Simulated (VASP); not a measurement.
A run of VASP 6.6.1 is set up as follows.

The input INCAR:

```
SYSTEM = W
  ALGO = Fast
  EDIFF = 1E-7
  ENCUT = 520
  GGA = PE
  ISIF = 2
  ISMEAR = 0
  LASPH = .TRUE.
  LCHARG = .FALSE.
  LREAL = .FALSE.
  LWAVE = .FALSE.
  NBANDS = 21
  NELM = 60
  PREC = Accurate
  SIGMA = 0.1
```

Contents of KPOINTS:

```
k-points
0
G
  16 16 16
  0 0 0
```

Contents of POSCAR:

```
W
1.0
    3.2153987857      0.0000000000      0.0000000000
    0.0000000000      3.2153987857      0.0000000000
    0.0000000000      0.0000000000      3.1573304052
W
2
Direct
    0.0000000000      0.0000000000      0.0000000000
    0.5000000000      0.5000000000      0.5000000000
```

Potentials or basis: VASP PAW PBE potentials, release 64 (W_sv).

Launch:

```bash
$ cat potpaw_PBE.64/W_sv/POTCAR > POTCAR
$ mpirun -np 1 vasp_std > vasp.out
```

(1) What does it give for the pressure?

(2) What does it give for the band gap on the k mesh?

## Answers

(1) -2.9 GPa.

(2) zero (bands 14 and 15 overlap by 1.24 eV).

Caveat: the cell differs from its parent crystal (biaxial strain in the a-b plane: +1.0 %, then relaxed in part); spin-orbit coupling is left out, which moves the levels of the heavy elements.
